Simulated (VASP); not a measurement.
# ZnS (F-43m) in VASP: notebook

ZnS is run at these levels: PBE; tasks: single point, relaxation of cell and atoms.

All numbers are computed with VASP 6.6.1; they aren't measurements. Logs are shortened: lines on timing, memory, paths and dates and some standing lists are left out, and cuts for length are marked.

## Step 1: The cell of the first run

It takes space group F-43m (No. 216, cubic). Conventional cell: a = 5.387 Å, b = 5.387 Å, c = 5.387 Å, α = 90.00°, β = 90.00°, γ = 90.00°. Within 3.1 Å of Zn (site symmetry -43m) lie 4 S at 2.33 Å. S (site symmetry -43m) has 4 Zn at 2.33 Å within 3.1 Å.

## Step 2: Single point, PBE

INCAR reads:

```
SYSTEM = ZnS
PREC = Accurate
ENCUT = 520
EDIFF = 1E-6
ISMEAR = 0
SIGMA = 0.1
LREAL = .FALSE.
LASPH = .TRUE.
NELM = 60
ALGO = Normal
ISIF = 2
LWAVE = .FALSE.
LCHARG = .FALSE.
GGA = PE
NBANDS = 16
```

KPOINTS reads:

```
Automatic mesh
0
G
  6 6 6
  0 0 0
```

POSCAR reads:

```
ZnS
1.0
    0.0000000000      2.6936828800      2.6936828800
    2.6936828800      0.0000000000      2.6936828800
    2.6936828800      2.6936828800      0.0000000000
Zn S
1 1
Direct
    0.0000000000      0.0000000000      0.0000000000
    0.7500000000      0.7500000000      0.7500000000
```

Potentials or basis: VASP PAW PBE potentials, release 64 (Zn, S).

Started as:

```sh
cat potpaw_PBE.64/Zn/POTCAR potpaw_PBE.64/S/POTCAR > POTCAR
mpirun -np 1 vasp_std > vasp.out
```

OUTCAR:

```text
SYSTEM = ZnS
   PREC = Accurate
   ENCUT = 520
   EDIFF = 1E-6
   ISMEAR = 0
   LREAL = .FALSE.
   LASPH = .TRUE.
   NELM = 60
   ISIF = 2
   GGA = PE

 ion  position               nearest neighbor table
   1  0.000  0.000  0.000-   2 2.33   2 2.33   2 2.33   2 2.33
   2  0.750  0.750  0.750-   1 2.33   1 2.33   1 2.33   1 2.33

  LATTYP: Found a face centered cubic cell.
 ALAT       =     5.3873657600

  Lattice vectors:

 A1 = (   0.0000000000,   2.6936828800,   2.6936828800)
 A2 = (   2.6936828800,   0.0000000000,   2.6936828800)
 A3 = (   2.6936828800,   2.6936828800,   0.0000000000)

Analysis of symmetry for initial positions (statically):
=====================================================================
 Subroutine PRICEL returns:
 Original cell was already a primitive cell.

 Routine SETGRP: Setting up the symmetry group for a
 face centered cubic supercell.

 Subroutine GETGRP returns: Found 24 space group operations
 (whereof 24 operations were pure point group operations)
 out of a pool of 48 trial point group operations.

The static configuration has the point symmetry T_d .

Analysis of symmetry for dynamics (positions and initial velocities):
=====================================================================
 Subroutine PRICEL returns:
 Original cell was already a primitive cell.

 Routine SETGRP: Setting up the symmetry group for a
 face centered cubic supercell.

 Subroutine GETGRP returns: Found 24 space group operations
 (whereof 24 operations were pure point group operations)
 out of a pool of 48 trial point group operations.

The dynamic configuration has the point symmetry T_d .

 Subroutine INISYM returns: Found 24 space group operations
 (whereof 24 operations are pure point group operations),
 and found     1 'primitive' translations

----------------------------------------------------------------------------------------

                                     Primitive cell

  volume of cell :      39.0903

  direct lattice vectors                    reciprocal lattice vectors
     0.000000000  2.693682880  2.693682880    -0.185619474  0.185619474  0.185619474
     2.693682880  0.000000000  2.693682880     0.185619474 -0.185619474  0.185619474
     2.693682880  2.693682880  0.000000000     0.185619474  0.185619474 -0.185619474

  length of vectors
     3.809442862  3.809442862  3.809442862     0.321502360  0.321502360  0.321502360

[... 70 lines left out ...]
   NELM   =     60;   NELMIN=  2; NELMDL= -5     # of ELM steps
   EDIFF  = 0.1E-05   stopping-criterion for ELM
   LREAL  =      F    real-space projection
   EDIFFG = 0.1E-04   stopping-criterion for IOM
   NSW    =      0    number of steps for IOM
   IBRION =     -1    ionic relax: 0-MD 1-quasi-New 2-CG
   NFREE  =      0    steps in history (QN), initial steepest desc. (CG)
   ISIF   =      2    stress and relaxation
   ISYM   =      2    0-nonsym 1-usesym 2-fastsym
   POTIM  = 0.5000    time-step for ionic-motion
   TEBEG  =    0.0;   TEEND  =   0.0 temperature during run
   PSTRESS=    0.0 pullay stress
   NELECT =      18.0000    total number of electrons
   NUPDOWN=      -1.0000    fix difference up-down
   EMIN   =  10.00;   EMAX   =-10.00  energy-range for DOS
   EFERMI =   0.00;   METHOD = LEGACY
   ISMEAR =     0;   SIGMA  =   0.10  broadening in eV -4-tet -1-fermi 0-gaus
   EFERMI_NEDOS =   21; number of points for ismear=-14 and -15
   IALGO  =     38    algorithm
   IMIX   =      4    mixing-type and parameters
     AMIX     =   0.40;   BMIX     =  1.00
     AMIX_MAG =   1.60;   BMIX_MAG =  1.00
  volume/ion in A,a.u.               =      19.55       131.90
  Fermi-wavevector in a.u.,A,eV,Ry     =   1.264181  2.388955 21.744194  1.598153
  Thomas-Fermi vector in A             =   2.397499
   LORBIT       =      0    0 simple, 1 ext, 2 COOP (PROOUT), +10 PAW based schemes
   GGA     = PE    functional components
   LHFCALC =     F    Hartree Fock is set to
   AEXX    =    0.0000 exact exchange contribution
   IVDW    =     0    specifies the selected vdW correction
   LEPSILON=     F    determine dielectric tensor
   LRPA    =     F    only Hartree local field effects (RPA)
 non-spin polarized calculation
 Gauss-broadening in eV      SIGMA  =   0.10
  energy-cutoff  :      520.00
  volume of cell :       39.09
 maximum number of plane-waves:      1067
   NGX = 15   NGY = 15   NGZ = 15

 number of electron      18.0000006 magnetization

 Free energy of the ion-electron system (eV)
  ---------------------------------------------------
  ext. energy  EPLUGINS =         0.00000000
  ---------------------------------------------------
  free energy    TOTEN  =        -6.83931141 eV

  energy without entropy =       -6.83931141  energy(sigma->0) =       -6.83931141

 E-fermi :   2.6343     XC(G=0):  -9.6729

 val. band max:        2.1958215166   @ k =   0.0000   0.0000   0.0000
 cond. band min:       4.3498763562   @ k =   0.0000   0.0000   0.0000
 fundamental gap:      2.1540548396
 Fermi energy:         2.6343179625

 k-point     1 :       0.0000    0.0000    0.0000
  band No.  band energies     occupation
      1     -11.0093      2.00000
      2      -4.1823      2.00000
      3      -4.1823      2.00000
      4      -4.1823      2.00000
      5      -3.6733      2.00000
      6      -3.6733      2.00000
[... 281 lines left out ...]
      3      -3.8818      2.00000
      4      -3.7934      2.00000
      5      -3.6500      2.00000
      6      -3.3113      2.00000
[... 8 lines left out ...]
     15      16.1368      0.00000
     16      17.1015      0.00000

------------------------ aborting loop because EDIFF is reached ----------------------------------------

  FORCE on cell =-STRESS in cart. coord.  units (eV):
  Direction    XX          YY          ZZ          XY          YZ          ZX
  --------------------------------------------------------------------------------------
  -------------------------------------------------------------------------------------
  Total        0.6125995      0.6125995      0.6125995      0.0000000      0.0000000      0.0000000
  in kB       25.1083294     25.1083294     25.1083294      0.0000000      0.0000000      0.0000000
  external PRESSURE =      25.1083294 kB  Pullay stress =       0.0000000 kB

 VOLUME and BASIS-vectors are now :
 -----------------------------------------------------------------------------
  energy-cutoff  :      520.00
  volume of cell :       39.09
      direct lattice vectors                 reciprocal lattice vectors
     0.000000000  2.693682880  2.693682880    -0.185619474  0.185619474  0.185619474
     2.693682880  0.000000000  2.693682880     0.185619474 -0.185619474  0.185619474
     2.693682880  2.693682880  0.000000000     0.185619474  0.185619474 -0.185619474

 POSITION                                       TOTAL-FORCE (eV/Angst)
 -----------------------------------------------------------------------------------
      0.00000      0.00000      0.00000        -0.000000      0.000000     -0.000000
      4.04052      4.04052      4.04052         0.000000     -0.000000      0.000000
 -----------------------------------------------------------------------------------
    total drift:                               -0.000001     -0.000001     -0.000001

  FREE ENERGIE OF THE ION-ELECTRON SYSTEM (eV)
  ---------------------------------------------------
  free  energy   TOTEN  =        -6.8393114105 eV

  energy  without entropy=       -6.8393114105  energy(sigma->0) =       -6.83931141
```

Run time: 13 s. Hardware: 1 thread of Intel Xeon Platinum 8259CL at 2.50GHz (Skylake/Cascade Lake), shared host; peak memory 0.15 GiB.

Results:

- Free energy: -6.8393 eV
- Pressure: 2.5 GPa
- Band gap on the k mesh: 2.15 eV, direct

Levels at points of the mesh, in eV from the valence-band top:
| k point | band 6 | band 7 | band 8 | band 9 | band 10 | band 11 | band 12 | band 13 |
| --- | --- | --- | --- | --- | --- | --- | --- | --- |
| (0.00, 0.00, 0.00) | -5.87 | 0.00 | 0.00 | 0.00 | 2.15 | 6.39 | 6.39 | 6.39 |
| (0.50, 0.00, 0.00) | -5.66 | -5.35 | -0.88 | -0.88 | 3.33 | 6.92 | 6.92 | 8.91 |
| (0.50, 0.50, 0.00) | -5.65 | -4.60 | -2.25 | -2.25 | 3.38 | 4.07 | 11.04 | 12.03 |

## Step 3: Single point, PBE

This run uses another cell than the first one, of 20.15 Å³/atom, 1.031 times its volume.

INCAR reads:

```
ALGO = Normal
EDIFF = 1E-6
ENCUT = 520
GGA = PE
ISIF = 2
ISMEAR = 0
LASPH = T
LCHARG = F
LREAL = F
LWAVE = F
NBANDS = 16
NELM = 60
PREC = Accurate
SIGMA = 0.02
```

KPOINTS reads:

```
k-points
0
Gamma
  10 10 10
```

POSCAR reads:

```
ZnS
1.0
    0.0000000000      2.7211543014      2.7211543014
    2.7211543014      0.0000000000      2.7211543014
    2.7211543014      2.7211543014      0.0000000000
Zn S
1 1
Direct
    0.0000000000      0.0000000000      0.0000000000
    0.7500000000      0.7500000000      0.7500000000
```

Potentials or basis: VASP PAW PBE potentials, release 64 (Zn, S).

Started as:

```sh
cat potpaw_PBE.64/Zn/POTCAR potpaw_PBE.64/S/POTCAR > POTCAR
mpirun -np 1 vasp_std > vasp.out
```

Run time: 36 s. Hardware: 1 thread of Intel Xeon Platinum 8259CL at 2.50GHz (Skylake/Cascade Lake), shared host; peak memory 0.18 GiB.

Results (log left out):

| Property | Result |
| --- | --- |
| Free energy | -6.8526 eV |
| Pressure | 0.2 GPa |
| Band gap on the k mesh | 2.02 eV, direct |

Levels at points of the mesh, in eV from the valence-band top:
| k point | band 6 | band 7 | band 8 | band 9 | band 10 | band 11 | band 12 | band 13 |
| --- | --- | --- | --- | --- | --- | --- | --- | --- |
| (0.00, 0.00, 0.00) | -5.78 | 0.00 | 0.00 | 0.00 | 2.02 | 6.41 | 6.41 | 6.41 |
| (0.50, 0.00, 0.00) | -5.59 | -5.15 | -0.84 | -0.84 | 3.27 | 6.94 | 6.94 | 8.80 |
| (0.50, 0.50, 0.00) | -5.58 | -4.48 | -2.14 | -2.14 | 3.45 | 4.07 | 10.83 | 11.83 |

Expect the measured gap to be larger: semilocal functionals such as PBE lack the derivative discontinuity.

[end of part 1 of 2]
